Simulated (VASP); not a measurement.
# BaTiO3 (Pm-3m) in VASP: a series of runs, part 3 of 3

VASP 6.6.1. The steps go on from the part before.

### 4 Single point, PBEsol+U

The input, POSCAR:

```
BaTiO3
1.0
    4.0060000000      0.0000000000      0.0000000000
    0.0000000000      4.0060000000      0.0000000000
    0.0000000000      0.0000000000      4.0060000000
Ba Ti O
1 1 3
Direct
    0.5000000000      0.5000000000      0.5000000000
    0.0000000000      0.0000000000      0.0000000000
    0.0000000000      0.0000000000      0.5000000000
    0.0000000000      0.5000000000      0.0000000000
    0.5000000000      0.0000000000      0.0000000000
```

The input, INCAR.step1:

```
SYSTEM = BaTiO3
PREC = Accurate ; ENCUT = 910
EDIFF = 1E-6 ; ISMEAR = -1
SIGMA = 0.05 ; LREAL = .False.
LASPH = .True. ; NELM = 200
ALGO = Normal ; ISIF = 2
LWAVE = .False. ; LCHARG = .True.
LMAXMIX = 4 ; LDAU = .True.
LDAUTYPE = 2 ; LDAUL = -1 2 -1
LDAUU = 0 2 0 ; LDAUJ = 0 0 0
LDAUPRINT = 1 ; GGA = PS
NBANDS = 28 ; GGA_COMPAT = .False.
NEDOS = 2001 ; LORBIT = 11
```

The input, KPOINTS.step1:

```
regular mesh
0
Gamma
  7 7 7
  0 0 0
```

The input, INCAR.step2:

```
SYSTEM = BaTiO3
PREC = Accurate ; ENCUT = 910
EDIFF = 1E-6 ; ISMEAR = -5
SIGMA = 0.05 ; LREAL = .False.
LASPH = .True. ; NELM = 200
ALGO = Normal ; ISIF = 2
LWAVE = .False. ; LCHARG = .False.
LMAXMIX = 4 ; LDAU = .True.
LDAUTYPE = 2 ; LDAUL = -1 2 -1
LDAUU = 0 2 0 ; LDAUJ = 0 0 0
LDAUPRINT = 1 ; GGA = PS
LORBIT = 11 ; NBANDS = 28
NEDOS = 2001 ; ICHARG = 11
GGA_COMPAT = .False.
```

The input, KPOINTS.step2:

```
regular mesh
0
Gamma
  11 11 11
  0 0 0
```

Potentials or basis: VASP PAW PBE potentials, release 64 (Ba_sv, Ti_sv, O_h).

The run is started by

```bash
> cat potpaw_PBE.64/Ba_sv/POTCAR potpaw_PBE.64/Ti_sv/POTCAR potpaw_PBE.64/O_h/POTCAR > POTCAR
> cp INCAR.step1 INCAR
> cp KPOINTS.step1 KPOINTS
> mpirun -np 1 vasp_std > vasp.out
> cp INCAR.step2 INCAR
> cp KPOINTS.step2 KPOINTS
> mpirun -np 1 vasp_std > vasp.out
```

OUTCAR:

```text
SYSTEM = BaTiO3
   PREC = Accurate
   ENCUT = 910
   EDIFF = 1E-6
   ISMEAR = -5
   LREAL = .False.
   LASPH = .True.
   NELM = 200
   ISIF = 2
   GGA = PS
   LORBIT = 11
   ICHARG = 11

 ion  position               nearest neighbor table
   1  0.500  0.500  0.500-   3 2.83   4 2.83   5 2.83   4 2.83   5 2.83   3 2.83   5 2.83   5 2.83
                             3 2.83   4 2.83   4 2.83   3 2.83   2 3.47   2 3.47   2 3.47   2 3.47
   2  0.000  0.000  0.000-   3 2.00   4 2.00   5 2.00   3 2.00   4 2.00   5 2.00   1 3.47   1 3.47
                             1 3.47   1 3.47   1 3.47   1 3.47   1 3.47   1 3.47
   3  0.000  0.000  0.500-   2 2.00   2 2.00   1 2.83   1 2.83   1 2.83   1 2.83
   4  0.000  0.500  0.000-   2 2.00   2 2.00   1 2.83   1 2.83   1 2.83   1 2.83
   5  0.500  0.000  0.000-   2 2.00   2 2.00   1 2.83   1 2.83   1 2.83   1 2.83

  LATTYP: Found a simple cubic cell.
 ALAT       =     4.0060000000

  Lattice vectors:

 A1 = (   4.0060000000,   0.0000000000,   0.0000000000)
 A2 = (   0.0000000000,   4.0060000000,   0.0000000000)
 A3 = (   0.0000000000,   0.0000000000,   4.0060000000)

Analysis of symmetry for initial positions (statically):
=====================================================================
 Subroutine PRICEL returns:
 Original cell was already a primitive cell.

 Routine SETGRP: Setting up the symmetry group for a
 simple cubic supercell.

 Subroutine GETGRP returns: Found 48 space group operations
 (whereof 48 operations were pure point group operations)
 out of a pool of 48 trial point group operations.

The static configuration has the point symmetry O_h .

Analysis of symmetry for dynamics (positions and initial velocities):
=====================================================================
 Subroutine PRICEL returns:
 Original cell was already a primitive cell.

 Routine SETGRP: Setting up the symmetry group for a
 simple cubic supercell.

 Subroutine GETGRP returns: Found 48 space group operations
 (whereof 48 operations were pure point group operations)
 out of a pool of 48 trial point group operations.

The dynamic configuration has the point symmetry O_h .

 Subroutine INISYM returns: Found 48 space group operations
 (whereof 48 operations are pure point group operations),
 and found     1 'primitive' translations

----------------------------------------------------------------------------------------

                                     Primitive cell

  volume of cell :      64.2884

  direct lattice vectors                    reciprocal lattice vectors
     4.006000000  0.000000000  0.000000000     0.249625562  0.000000000  0.000000000
     0.000000000  4.006000000  0.000000000     0.000000000  0.249625562  0.000000000
     0.000000000  0.000000000  4.006000000     0.000000000  0.000000000  0.249625562

  length of vectors
     4.006000000  4.006000000  4.006000000     0.249625562  0.249625562  0.249625562

  position of ions in fractional coordinates (direct lattice)
[... 116 lines left out ...]
   GGA     = PS    functional components
   LHFCALC =     F    Hartree Fock is set to
   AEXX    =    0.0000 exact exchange contribution
   IVDW    =     0    specifies the selected vdW correction
   LEPSILON=     F    determine dielectric tensor
   LRPA    =     F    only Hartree local field effects (RPA)
 non-spin polarized calculation
 Fermi weights with tetrahedron method with Bloechl corrections
  energy-cutoff  :      910.00
  volume of cell :       64.29
 maximum number of plane-waves:      4026
 NGX is ok and might be reduce to    40

atom =   2  type =  2  l = 2

 onsite density matrix

spin component  1

  0.1147  0.0000  0.0000  0.0000 -0.0000
  0.0000  0.1147 -0.0000  0.0000 -0.0000
  0.0000 -0.0000  0.2419 -0.0000  0.0000
  0.0000  0.0000 -0.0000  0.1147  0.0000
 -0.0000 -0.0000  0.0000  0.0000  0.2419

spin component  2

  0.1147  0.0000  0.0000  0.0000 -0.0000
  0.0000  0.1147 -0.0000  0.0000 -0.0000
  0.0000 -0.0000  0.2419 -0.0000  0.0000
  0.0000  0.0000 -0.0000  0.1147  0.0000
 -0.0000 -0.0000  0.0000  0.0000  0.2419

 occupancies and eigenvectors

  o =  0.1147  v =  0.0000 -0.8160 -0.0000 -0.5781  0.0000  0.0000  0.0000  0.0000  0.0000  0.0000      0.0000  0.0000  0.0000  0.0000  0.0000  0.0000  0.0000  0.0000  0.0000  0.0000
  o =  0.1147  v =  0.0000  0.0000  0.0000  0.0000  0.0000  0.0000 -0.8160 -0.0000 -0.5781  0.0000      0.0000  0.0000  0.0000  0.0000  0.0000  0.0000  0.0000  0.0000  0.0000  0.0000
  o =  0.1147  v =  0.0000  0.5781 -0.0000 -0.8160 -0.0000  0.0000  0.0000  0.0000  0.0000  0.0000      0.0000  0.0000  0.0000  0.0000  0.0000  0.0000  0.0000  0.0000  0.0000  0.0000
  o =  0.1147  v =  0.0000  0.0000  0.0000  0.0000  0.0000  0.0000  0.5781 -0.0000 -0.8160 -0.0000      0.0000  0.0000  0.0000  0.0000  0.0000  0.0000  0.0000  0.0000  0.0000  0.0000
  o =  0.1147  v =  0.0000  0.0000  0.0000  0.0000  0.0000  1.0000  0.0000  0.0000  0.0000  0.0000      0.0000  0.0000  0.0000  0.0000  0.0000  0.0000  0.0000  0.0000  0.0000  0.0000
  o =  0.1147  v =  1.0000  0.0000  0.0000  0.0000  0.0000  0.0000  0.0000  0.0000  0.0000  0.0000      0.0000  0.0000  0.0000  0.0000  0.0000  0.0000  0.0000  0.0000  0.0000  0.0000
  o =  0.2419  v =  0.0000  0.0000  0.0000  0.0000  0.0000  0.0000  0.0000  0.0000 -0.0000  1.0000      0.0000  0.0000  0.0000  0.0000  0.0000  0.0000  0.0000  0.0000  0.0000  0.0000
  o =  0.2419  v =  0.0000  0.0000  0.0000 -0.0000  1.0000  0.0000  0.0000  0.0000  0.0000  0.0000      0.0000  0.0000  0.0000  0.0000  0.0000  0.0000  0.0000  0.0000  0.0000  0.0000
  o =  0.2419  v =  0.0000  0.0000  1.0000 -0.0000 -0.0000  0.0000  0.0000  0.0000  0.0000  0.0000      0.0000  0.0000  0.0000  0.0000  0.0000  0.0000  0.0000  0.0000  0.0000  0.0000
  o =  0.2419  v =  0.0000  0.0000  0.0000  0.0000  0.0000  0.0000  0.0000  1.0000 -0.0000 -0.0000      0.0000  0.0000  0.0000  0.0000  0.0000  0.0000  0.0000  0.0000  0.0000  0.0000

 number of electron      40.0000008 magnetization

 Free energy of the ion-electron system (eV)
  ---------------------------------------------------
  ext. energy  EPLUGINS =         0.00000000
  ---------------------------------------------------
  free energy    TOTEN  =       -40.62407896 eV

  energy without entropy =      -40.62407896  energy(sigma->0) =      -40.62407896

 E-fermi :   4.0834     XC(G=0): -11.5115

 val. band max:        4.0696900336   @ k =   0.4545   0.4545   0.4545
 cond. band min:       6.0144125030   @ k =   0.0000   0.0000   0.0000
 fundamental gap:      1.9447224694
 Fermi energy:         4.0834104357

 k-point     1 :       0.0000    0.0000    0.0000
  band No.  band energies     occupation
      1     -52.8273      2.00000
      2     -29.1245      2.00000
      3     -29.1245      2.00000
      4     -29.1245      2.00000
      5     -20.6680      2.00000
      6     -12.7426      2.00000
[... 733 lines left out ...]
     27      10.5897      0.00000
     28      12.4618      0.00000

 [... further k-points ...]

------------------------ aborting loop because EDIFF is reached ----------------------------------------

  FORCE on cell =-STRESS in cart. coord.  units (eV):
  Direction    XX          YY          ZZ          XY          YZ          ZX
  --------------------------------------------------------------------------------------
  -------------------------------------------------------------------------------------
  Total       -0.6252754     -0.6252754     -0.6252754      0.0000000      0.0000000      0.0000000
  in kB      -15.5829299    -15.5829299    -15.5829299      0.0000000      0.0000000      0.0000000
  external PRESSURE =     -15.5829299 kB  Pullay stress =       0.0000000 kB

 VOLUME and BASIS-vectors are now :
 -----------------------------------------------------------------------------
  energy-cutoff  :      910.00
  volume of cell :       64.29
      direct lattice vectors                 reciprocal lattice vectors
     4.006000000  0.000000000  0.000000000     0.249625562  0.000000000  0.000000000
     0.000000000  4.006000000  0.000000000     0.000000000  0.249625562  0.000000000
     0.000000000  0.000000000  4.006000000     0.000000000  0.000000000  0.249625562

 POSITION                                       TOTAL-FORCE (eV/Angst)
 -----------------------------------------------------------------------------------
      2.00300      2.00300      2.00300         0.000000      0.000000      0.000000
      0.00000      0.00000      0.00000         0.000000      0.000000      0.000000
      0.00000      0.00000      2.00300         0.000000      0.000000      0.000000
      0.00000      2.00300      0.00000         0.000000      0.000000      0.000000
      2.00300      0.00000      0.00000         0.000000      0.000000      0.000000
 -----------------------------------------------------------------------------------
    total drift:                               -0.000000      0.000000     -0.000000

  FREE ENERGIE OF THE ION-ELECTRON SYSTEM (eV)
  ---------------------------------------------------
  free  energy   TOTEN  =       -40.6240789645 eV

  energy  without entropy=      -40.6240789645  energy(sigma->0) =      -40.62407896

 total charge

# of ion       s       p       d       tot
------------------------------------------
    1        2.003   5.634   0.337   7.974
    2        2.217   6.280   1.629  10.126
    3        1.036   2.315   0.000   3.351
    4        1.036   2.315   0.000   3.351
    5        1.036   2.315   0.000   3.351
--------------------------------------------------
tot          7.327  18.859   1.966  28.152
```

Run time: 95 s. Hardware: 1 thread of Intel Xeon 6975P-C (Granite Rapids), shared host; peak memory 0.39 GiB.

Results:

* Valence electrons inside the program's atomic spheres: Ba 7.97; Ti 10.13; O 3.35

Eigenvalues of the final occupation matrices:
```tsv
site	spin	trace	eigenvalues
site 2 d	1	0.83	0.11 0.11 0.11 0.24 0.24
site 2 d	2	0.83	0.11 0.11 0.11 0.24 0.24
```

Caveat: the cutoff is under 1.25 times the usual one of these potentials, so pressure, stress and relaxed cells hold a basis-set (Pulay) error; the PAW data sets were made with another functional, which shifts forces and pressure a little; spin-orbit coupling is left out, which moves the levels of the heavy elements.
